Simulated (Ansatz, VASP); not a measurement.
HfN in VASP and in Ansatz

```xyz
2
Lattice="0.0000 2.2560 2.2560 2.2560 0.0000 2.2560 2.2560 2.2560 0.0000" Properties=species:S:1:pos:R:3 pbc="T T T"
Hf    0.0000    0.0000    0.0000
N     2.2560    2.2560    2.2560
```

Alike in both runs: functional LDA; k mesh 7 × 7 × 7; occupations fermi-dirac, width 0.05 eV; non-collinear spin, spin-orbit coupling.

|  | VASP | Ansatz |
| --- | --- | --- |
| version | VASP 6.6.1 | Ansatz 0.2.0 |
| potentials or method | VASP PAW LDA potentials, release 64 (Hf_pv, N), cutoff 600 eV | all-electron LAPW, relativistic spinors |
| task | single point | band structure |

```tsv
	VASP	Ansatz	Ansatz less VASP
pressure (GPa)	-9.2	-8.3	+0.83
net moment per atom (μB)	0.00	0.00	0.000
```

LDA's correlation is that of Perdew and Zunger in VASP and of Perdew and Wang (1992) in Ansatz. Ansatz ran all-electron here, and VASP with PAW potentials.

Noted on Ansatz's run: the k mesh is thin for a metal, which can move the energy by tens of meV per atom.
